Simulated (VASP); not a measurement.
Runs of VASP 6.6.1 on Ba3Ca4O7. The cell holds an amorphous packing of atoms, 14 atoms: a = 6.146 Å, b = 6.162 Å, c = 6.124 Å, α = 88.94°, β = 86.17°, γ = 89.12°. 

```tsv
smearing	gap on the mesh (eV)	pressure (GPa)	largest force (eV/Å)
fermi-dirac 0.2111 eV	2.95	19.5	3.69
fermi-dirac 0.1172 eV	2.72	(c)	2.61
fermi-dirac 0.05 eV	2.82	18.1	1.57
fermi-dirac 0.293 eV	(b)	20.2	(a)
```

Alike in all rows: task single point; level PBE; potentials or basis VASP PAW PBE potentials, release 64 (Ba_sv, O, Ca_sv); no spin polarisation; cell as given; k mesh 1 × 1 × 1; cutoff (eV) 520.

Q: Estimate the missing entries.

A: (a) 4.98; (b) 1.79; (c) 21.8.

Caveats: all runs use coarse meshes; spin-orbit coupling is left out, which moves the levels of the heavy elements.

A k mesh can miss the band edges, and the runs leave out spin-orbit coupling on Ba.
